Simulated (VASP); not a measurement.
# Rb (Pm-3m) in VASP: further runs

Runs on Rb. Level: PBEsol. Tasks: single point.

Everything below comes from runs of VASP 6.6.1. Logs are shortened: lines on timing, memory, paths and dates and some standing lists are left out, and cuts for length are marked.

### Step 1. The cell of the first run

Symmetry: Pm-3m, No. 221, cubic system. The conventional cell has a = 4.548 Å, b = 4.548 Å, c = 4.548 Å, α = 90.00°, β = 90.00°, γ = 90.00°.

### Step 2. Single point, PBEsol

INCAR reads:

```
SYSTEM = Rb
PREC = Accurate ; ENCUT = 520
EDIFF = 1E-6 ; ISMEAR = -1
SIGMA = 0.1 ; LREAL = .False.
LASPH = .True. ; NELM = 80
ALGO = Normal ; ISIF = 2
LWAVE = .False. ; LCHARG = .False.
GGA = PS ; NBANDS = 10
```

KPOINTS reads:

```
Automatic mesh
0
Gamma
  7 7 7
  0 0 0
```

POSCAR reads:

```
Rb
1.0
    4.5480067166      0.0000000000      0.0000000000
    0.0000000000      4.5480067166      0.0000000000
    0.0000000000      0.0000000000      4.5480067166
Rb
1
Direct
    0.0000000000      0.0000000000      0.0000000000
```

Potentials or basis: VASP PAW PBE potentials, release 64 (Rb_sv).

The run is started by

```
cat potpaw_PBE.64/Rb_sv/POTCAR > POTCAR
mpirun -np 1 vasp_std > vasp.out
```

OUTCAR:

```text
SYSTEM = Rb
   PREC = Accurate
   ENCUT = 520
   EDIFF = 1E-6
   ISMEAR = -1
   LREAL = .False.
   LASPH = .True.
   NELM = 80
   ISIF = 2
   GGA = PS

 ion  position               nearest neighbor table
   1  0.000  0.000  0.000-

  LATTYP: Found a simple cubic cell.
 ALAT       =     4.5480067166

  Lattice vectors:

 A1 = (   4.5480067166,   0.0000000000,   0.0000000000)
 A2 = (   0.0000000000,   4.5480067166,   0.0000000000)
 A3 = (   0.0000000000,   0.0000000000,   4.5480067166)

Analysis of symmetry for initial positions (statically):
=====================================================================
 Subroutine PRICEL returns:
 Original cell was already a primitive cell.

 Routine SETGRP: Setting up the symmetry group for a
 simple cubic supercell.

 Subroutine GETGRP returns: Found 48 space group operations
 (whereof 48 operations were pure point group operations)
 out of a pool of 48 trial point group operations.

The static configuration has the point symmetry O_h .

Analysis of symmetry for dynamics (positions and initial velocities):
=====================================================================
 Subroutine PRICEL returns:
 Original cell was already a primitive cell.

 Routine SETGRP: Setting up the symmetry group for a
 simple cubic supercell.

 Subroutine GETGRP returns: Found 48 space group operations
 (whereof 48 operations were pure point group operations)
 out of a pool of 48 trial point group operations.

The dynamic configuration has the point symmetry O_h .

 Subroutine INISYM returns: Found 48 space group operations
 (whereof 48 operations are pure point group operations),
 and found     1 'primitive' translations

----------------------------------------------------------------------------------------

                                     Primitive cell

  volume of cell :      94.0726

  direct lattice vectors                    reciprocal lattice vectors
     4.548006717  0.000000000  0.000000000     0.219876544  0.000000000  0.000000000
     0.000000000  4.548006717  0.000000000     0.000000000  0.219876544  0.000000000
     0.000000000  0.000000000  4.548006717     0.000000000  0.000000000  0.219876544

  length of vectors
     4.548006717  4.548006717  4.548006717     0.219876544  0.219876544  0.219876544

  position of ions in fractional coordinates (direct lattice)
     0.000000000  0.000000000  0.000000000

  ion indices of the primitive-cell ions
   primitive index   ion index
                 1           1

----------------------------------------------------------------------------------------

 KPOINTS: Automatic mesh

Automatic generation of k-mesh.
 Grid dimensions read from file:
 generate k-points for:    7    7    7

 Generating k-lattice:

  Cartesian coordinates                     Fractional coordinates (reciprocal lattice)
     0.031410935  0.000000000  0.000000000     0.142857143  0.000000000  0.000000000
     0.000000000  0.031410935  0.000000000     0.000000000  0.142857143  0.000000000
     0.000000000  0.000000000  0.031410935     0.000000000  0.000000000  0.142857143

  Length of vectors
     0.031410935  0.031410935  0.031410935

  Shift w.r.t. Gamma in fractional coordinates (k-lattice)
     0.000000000  0.000000000  0.000000000

 Subroutine IBZKPT returns following result:
 ===========================================

 Found     20 irreducible k-points:

 Following reciprocal coordinates:
            Coordinates               Weight
  0.000000  0.000000  0.000000      1.000000
  0.142857  0.000000  0.000000      6.000000
  0.285714  0.000000  0.000000      6.000000
  0.428571  0.000000  0.000000      6.000000
  0.142857  0.142857  0.000000     12.000000
  0.285714  0.142857  0.000000     24.000000
[... 12 lines left out ...]
  0.428571  0.428571  0.285714     24.000000
  0.428571  0.428571  0.428571      8.000000
   k-points           NKPTS =     20   k-points in BZ     NKDIM =     20   number of bands    NBANDS=     10
   number of dos      NEDOS =    301   number of ions     NIONS =      1
   total plane-waves  NPLWV =  46656
   dimension x,y,z NGX =    36 NGY =   36 NGZ =   36
   dimension x,y,z NGXF=    72 NGYF=   72 NGZF=   72
   ions per type =               1
   NGX,Y,Z   is equivalent  to a cutoff of  13.16, 13.16, 13.16 a.u.
   NGXF,Y,Z  is equivalent  to a cutoff of  26.32, 26.32, 26.32 a.u.
 SYSTEM =  Rb
   PREC   = accura    normal or accurate (medium, high low for compatibility)
   ISTART =      0    job   : 0-new  1-cont  2-samecut
   ICHARG =      2    charge: 1-file 2-atom 10-const
   ISPIN  =      1    spin polarized calculation?
   LNONCOLLINEAR =      F non collinear calculations
   LSORBIT =      F    spin-orbit coupling
   LASPH  =      T    aspherical Exc in radial PAW
   ENCUT  =  520.0 eV  38.22 Ry    6.18 a.u.   8.46  8.46  8.46*2*pi/ulx,y,z
   NELM   =     80;   NELMIN=  2; NELMDL= -5     # of ELM steps
   EDIFF  = 0.1E-05   stopping-criterion for ELM
   LREAL  =      F    real-space projection
   EDIFFG = 0.1E-04   stopping-criterion for IOM
   NSW    =      0    number of steps for IOM
   IBRION =     -1    ionic relax: 0-MD 1-quasi-New 2-CG
   NFREE  =      0    steps in history (QN), initial steepest desc. (CG)
   ISIF   =      2    stress and relaxation
   ISYM   =      2    0-nonsym 1-usesym 2-fastsym
   POTIM  = 0.5000    time-step for ionic-motion
   TEBEG  =    0.0;   TEEND  =   0.0 temperature during run
   PSTRESS=    0.0 pullay stress
   NELECT =       9.0000    total number of electrons
   NUPDOWN=      -1.0000    fix difference up-down
   EMIN   =  10.00;   EMAX   =-10.00  energy-range for DOS
   EFERMI =   0.00;   METHOD = LEGACY
   ISMEAR =    -1;   SIGMA  =   0.10  broadening in eV -4-tet -1-fermi 0-gaus
   EFERMI_NEDOS =   21; number of points for ismear=-14 and -15
   IALGO  =     38    algorithm
   IMIX   =      4    mixing-type and parameters
     AMIX     =   0.40;   BMIX     =  1.00
     AMIX_MAG =   1.60;   BMIX_MAG =  1.00
  volume/ion in A,a.u.               =      94.07       634.83
  Fermi-wavevector in a.u.,A,eV,Ry     =   0.748746  1.414925  7.627708  0.560621
  Thomas-Fermi vector in A             =   1.845105
   LORBIT       =      0    0 simple, 1 ext, 2 COOP (PROOUT), +10 PAW based schemes
   GGA     = PS    functional components
   LHFCALC =     F    Hartree Fock is set to
   AEXX    =    0.0000 exact exchange contribution
   IVDW    =     0    specifies the selected vdW correction
   LEPSILON=     F    determine dielectric tensor
   LRPA    =     F    only Hartree local field effects (RPA)
 non-spin polarized calculation
  energy-cutoff  :      520.00
  volume of cell :       94.07
 maximum number of plane-waves:      2552
 NGX is ok and might be reduce to    36
   NGX = 17   NGY = 17   NGZ = 17

 number of electron       9.0000000 magnetization

 Free energy of the ion-electron system (eV)
  ---------------------------------------------------
  ext. energy  EPLUGINS =         0.00000000
  ---------------------------------------------------
  free energy    TOTEN  =        -0.94062272 eV

  energy without entropy =       -0.91366850  energy(sigma->0) =       -0.92714561

 E-fermi :  -0.1104     XC(G=0):  -5.4307

 val. band max:       -0.2183657543   @ k =   0.4286   0.1429   0.1429
 cond. band min:      -0.0599921655   @ k =   0.2857   0.2857   0.2857
 fundamental gap:      0.1583735888
 Fermi energy:        -0.1104480051

 k-point     1 :       0.0000    0.0000    0.0000
  band No.  band energies     occupation
      1     -29.1235      2.00000
      2     -13.1536      2.00000
      3     -13.1536      2.00000
      4     -13.1536      2.00000
      5      -2.0387      2.00000
      6       2.2188      0.00000
      7       2.2188      0.00000
      8       5.7513      0.00000
      9       5.7513      0.00000
     10       5.7517      0.00000

 k-point     2 :       0.1429    0.0000    0.0000
  band No.  band energies     occupation
      1     -29.1225      2.00000
      2     -13.1804      2.00000
      3     -13.1514      2.00000
      4     -13.1514      2.00000
      5      -1.8539      2.00000
      6       2.1122      0.00000
      7       2.3081      0.00000
      8       5.0152      0.00000
      9       5.0152      0.00000
     10       5.1658      0.00000

 k-point     3 :       0.2857    0.0000    0.0000
  band No.  band energies     occupation
      1     -29.1202      2.00000
      2     -13.2394      2.00000
      3     -13.1463      2.00000
      4     -13.1463      2.00000
      5      -1.3306      1.99999
      6       1.5098      0.00000
      7       2.5386      0.00000
      8       4.4079      0.00000
      9       4.4079      0.00000
     10       5.1766      0.00000

 k-point     4 :       0.4286    0.0000    0.0000
  band No.  band energies     occupation
      1     -29.1183      2.00000
      2     -13.2858      2.00000
      3     -13.1422      2.00000
      4     -13.1422      2.00000
      5      -0.5620      1.97836
      6       0.5443      0.00286
      7       2.7682      0.00000
      8       4.0802      0.00000
      9       4.0802      0.00000
     10       6.0523      0.00000

 k-point     5 :       0.1429    0.1429    0.0000
  band No.  band energies     occupation
      1     -29.1215      2.00000
      2     -13.1791      2.00000
      3     -13.1767      2.00000
      4     -13.1492      2.00000
      5      -1.6713      2.00000
      6       2.1778      0.00000
      7       2.2627      0.00000
      8       4.1868      0.00000
      9       4.8929      0.00000
     10       5.5234      0.00000

 k-point     6 :       0.2857    0.1429    0.0000
  band No.  band energies     occupation
      1     -29.1192      2.00000
      2     -13.2365      2.00000
      3     -13.1722      2.00000
      4     -13.1441      2.00000
      5      -1.1546      1.99994
      6       1.6227      0.00000
      7       2.4863      0.00000
      8       3.8018      0.00000
      9       4.4614      0.00000
     10       5.4960      0.00000
[... 131 lines left out ...]
 k-point    17 :       0.2857    0.2857    0.2857
  band No.  band energies     occupation
      1     -29.1137      2.00000
      2     -13.2238      2.00000
      3     -13.2188      2.00000
      4     -13.2188      2.00000
      5      -0.0600      0.75294
      6       2.2205      0.00000
      7       2.2205      0.00000
      8       2.8514      0.00000
      9       3.8317      0.00000
     10       3.8317      0.00000

 k-point    18 :       0.4286    0.2857    0.2857
  band No.  band energies     occupation
      1     -29.1119      2.00000
      2     -13.2646      2.00000
      3     -13.2169      2.00000
      4     -13.2138      2.00000
      5       0.5670      0.00228
      6       1.4801      0.00000
      7       2.2884      0.00000
      8       3.3452      0.00000
      9       3.4769      0.00000
     10       4.0330      0.00000

 k-point    19 :       0.4286    0.4286    0.2857
  band No.  band energies     occupation
      1     -29.1101      2.00000
      2     -13.2592      2.00000
      3     -13.2585      2.00000
      4     -13.2103      2.00000
      5       1.0001      0.00003
      6       1.8209      0.00000
      7       1.8995      0.00000
      8       2.9291      0.00000
      9       3.9391      0.00000
     10       4.1479      0.00000

 k-point    20 :       0.4286    0.4286    0.4286
  band No.  band energies     occupation
      1     -29.1083      2.00000
      2     -13.2538      2.00000
      3     -13.2529      2.00000
      4     -13.2529      2.00000
      5       1.4058      0.00000
      6       1.7946      0.00000
      7       1.7946      0.00000
      8       3.6069      0.00000
      9       4.0231      0.00000
     10       4.0252      0.00000

------------------------ aborting loop because EDIFF is reached ----------------------------------------

  FORCE on cell =-STRESS in cart. coord.  units (eV):
  Direction    XX          YY          ZZ          XY          YZ          ZX
  --------------------------------------------------------------------------------------
  -------------------------------------------------------------------------------------
  Total       -0.0044298     -0.0044298     -0.0044298      0.0000000      0.0000000      0.0000000
  in kB       -0.0754445     -0.0754445     -0.0754445      0.0000000      0.0000000      0.0000000
  external PRESSURE =      -0.0754445 kB  Pullay stress =       0.0000000 kB

 VOLUME and BASIS-vectors are now :
 -----------------------------------------------------------------------------
  energy-cutoff  :      520.00
  volume of cell :       94.07
      direct lattice vectors                 reciprocal lattice vectors
     4.548006717  0.000000000  0.000000000     0.219876544  0.000000000  0.000000000
     0.000000000  4.548006717  0.000000000     0.000000000  0.219876544  0.000000000
     0.000000000  0.000000000  4.548006717     0.000000000  0.000000000  0.219876544

 POSITION                                       TOTAL-FORCE (eV/Angst)
 -----------------------------------------------------------------------------------
      0.00000      0.00000      0.00000         0.000000      0.000000      0.000000
 -----------------------------------------------------------------------------------
    total drift:                                0.000000      0.000000     -0.000000

  FREE ENERGIE OF THE ION-ELECTRON SYSTEM (eV)
  ---------------------------------------------------
  free  energy   TOTEN  =        -0.9406227242 eV

  energy  without entropy=       -0.9136684993  energy(sigma->0) =       -0.92714561
```

It took 18 s on 1 thread of Intel Xeon 8259CL, shared host; peak memory 0.19 GiB.

Results:

| Property | Result |
| --- | --- |
| Free energy | -0.9406 eV |
| Pressure | 0.0 GPa |

Levels at points of the mesh, in eV from the Fermi level:
```tsv
k point	band 1	band 2	band 3	band 4	band 5	band 6	band 7	band 8	band 9	band 10
(0.00, 0.00, 0.00)	-29.01	-13.04	-13.04	-13.04	-1.93	2.33	2.33	5.86	5.86	5.86
```

Caveat: the PAW data sets were made with another functional, which shifts forces and pressure a little.

### Step 3. Single point, PBEsol (volume scaled by 0.88)

INCAR reads:

```
SYSTEM = Rb
ALGO = Normal
EDIFF = 1E-7
ENCUT = 520
GGA = PS
ISIF = 2
ISMEAR = -1
LASPH = .TRUE.
LCHARG = .FALSE.
LREAL = .FALSE.
LWAVE = .FALSE.
NBANDS = 10
NELM = 60
PREC = Accurate
SIGMA = 0.1
```

KPOINTS reads:

```
k-points
0
G
  8 8 8
  0 0 0
```

POSCAR reads:

```
Rb
1.0
    4.3582819384      0.0000000000      0.0000000000
    0.0000000000      4.3582819384      0.0000000000
    0.0000000000      0.0000000000      4.3582819384
Rb
1
Direct
    0.0000000000      0.0000000000      0.0000000000
```

Potentials or basis: VASP PAW PBE potentials, release 64 (Rb_sv).

The run is started by

```
cat potpaw_PBE.64/Rb_sv/POTCAR > POTCAR
mpirun -np 1 vasp_std > vasp.out
```

It took 17 s on 1 thread of Intel Xeon 8259CL, shared host; peak memory 0.18 GiB.

Results (log left out):

* Free energy: -0.9307 eV
* Pressure: 0.3 GPa

Levels at points of the mesh, in eV from the Fermi level:
| k point | band 1 | band 2 | band 3 | band 4 | band 5 | band 6 | band 7 | band 8 |
| --- | --- | --- | --- | --- | --- | --- | --- | --- |
| (0.00, 0.00, 0.00) | -28.99 | -13.00 | -13.00 | -13.00 | -2.11 | 2.30 | 2.30 | 6.30 |
| (0.50, 0.00, 0.00) | -28.99 | -13.21 | -12.98 | -12.98 | -0.17 | 0.35 | 2.94 | 4.29 |
| (0.50, 0.50, 0.00) | -28.98 | -13.18 | -13.18 | -12.97 | 0.66 | 1.84 | 2.41 | 2.41 |
| (0.50, 0.50, 0.50) | -28.97 | -13.15 | -13.15 | -13.15 | 1.76 | 1.76 | 1.76 | 3.82 |

Caveat: the PAW data sets were made with another functional, which shifts forces and pressure a little.

### Step 4. Single point, PBEsol (volume scaled by 0.92)

INCAR reads:

```
  ALGO = Normal
  EDIFF = 1E-6
  ENCUT = 520
  GGA = PS
  ISIF = 2
  ISMEAR = -1
  LASPH = T
  LCHARG = F
  LREAL = F
  LWAVE = F
  NBANDS = 10
  NELM = 60
  PREC = Accurate
  SIGMA = 0.1
```

KPOINTS reads:

```
k-points
0
Gamma
  8 8 8
```

POSCAR reads:

```
Rb
1.0
    4.4233405141      0.0000000000      0.0000000000
    0.0000000000      4.4233405141      0.0000000000
    0.0000000000      0.0000000000      4.4233405141
Rb
1
Direct
    0.0000000000      0.0000000000      0.0000000000
```

The run is started by

```
cat potpaw_PBE.64/Rb_sv/POTCAR > POTCAR
mpirun -np 1 vasp_std > vasp.out
```

Run time: 30 s. Hardware: 1 thread of Intel Xeon 8259CL, shared host; peak memory 0.2 GiB.

It converged, with:

```
Free energy : -0.9372 eV
Pressure    : 0.2 GPa
```

Levels at points of the mesh, in eV from the Fermi level:
```
           k point  band 1  band 2  band 3  band 4  band 5  band 6  band 7  band 8  band 9
(0.00, 0.00, 0.00)  -29.00  -13.02  -13.02  -13.02   -2.05    2.31    2.31    6.18    6.18
(0.50, 0.00, 0.00)  -28.99  -13.20  -13.00  -13.00   -0.17    0.34    2.93    4.24    4.24
(0.50, 0.50, 0.00)  -28.99  -13.17  -13.17  -12.99    0.71    1.79    2.32    2.32    4.76
(0.50, 0.50, 0.50)  -28.98  -13.15  -13.15  -13.15    1.78    1.78    1.78    3.78    4.57
```

Caveat: the PAW data sets were made with another functional, which shifts forces and pressure a little.

### Step 5. Single point, PBEsol (volume scaled by 0.96)

INCAR reads:

```
SYSTEM = Rb
PREC = Accurate
ENCUT = 520
EDIFF = 1E-6
ISMEAR = -1
SIGMA = 0.1
LREAL = .False.
LASPH = .True.
NELM = 100
ALGO = Normal
ISIF = 2
LWAVE = .False.
LCHARG = .False.
GGA = PS
NBANDS = 10
```

KPOINTS reads:

```
regular mesh
0
Gamma
  8 8 8
  0 0 0
```

POSCAR reads:

```
Rb
1.0
    4.4865396314      0.0000000000      0.0000000000
    0.0000000000      4.4865396314      0.0000000000
    0.0000000000      0.0000000000      4.4865396314
Rb
1
Direct
    0.0000000000      0.0000000000      0.0000000000
```

The run is started by

```
cat potpaw_PBE.64/Rb_sv/POTCAR > POTCAR
mpirun -np 1 vasp_std > vasp.out
```

Wall time 32 s (1 thread of Intel Xeon 8259CL, shared host); peak memory 0.2 GiB.

Results (log left out):

* Free energy: -0.9406 eV
* Pressure: 0.1 GPa

Levels at points of the mesh, in eV from the Fermi level:
```csv
k point,band 1,band 2,band 3,band 4,band 5,band 6,band 7,band 8,band 9
"(0.00, 0.00, 0.00)",-29.01,-13.03,-13.03,-13.03,-1.99,2.32,2.32,6.01,6.01
"(0.50, 0.00, 0.00)",-29.00,-13.19,-13.02,-13.02,-0.17,0.33,2.92,4.19,4.19
"(0.50, 0.50, 0.00)",-29.00,-13.17,-13.17,-13.01,0.76,1.74,2.24,2.24,4.69
"(0.50, 0.50, 0.50)",-28.99,-13.15,-13.15,-13.15,1.80,1.80,1.80,3.74,4.39
```

Caveat: the PAW data sets were made with another functional, which shifts forces and pressure a little.

### Step 6. Overview

| cell | k mesh | gap on the mesh (eV) | pressure (GPa) |
| --- | --- | --- | --- |
| a = 4.548 Å, 1 atom | 7 × 7 × 7 | none | 0.0 |
| a = 4.358 Å, 1 atom | 8 × 8 × 8 | none | 0.3 |
| a = 4.423 Å, 1 atom | 8 × 8 × 8 | none | 0.2 |
| a = 4.487 Å, 1 atom | 8 × 8 × 8 | none | 0.1 |

Alike in all rows: task single point; level PBEsol; potentials or basis VASP PAW PBE potentials, release 64 (Rb_sv); no spin polarisation; cutoff (eV) 520; smearing fermi-dirac 0.1 eV.

Caveats: the PAW data sets were made with another functional, which shifts forces and pressure a little.

Absolute energies hang on the potentials; compare differences alone.
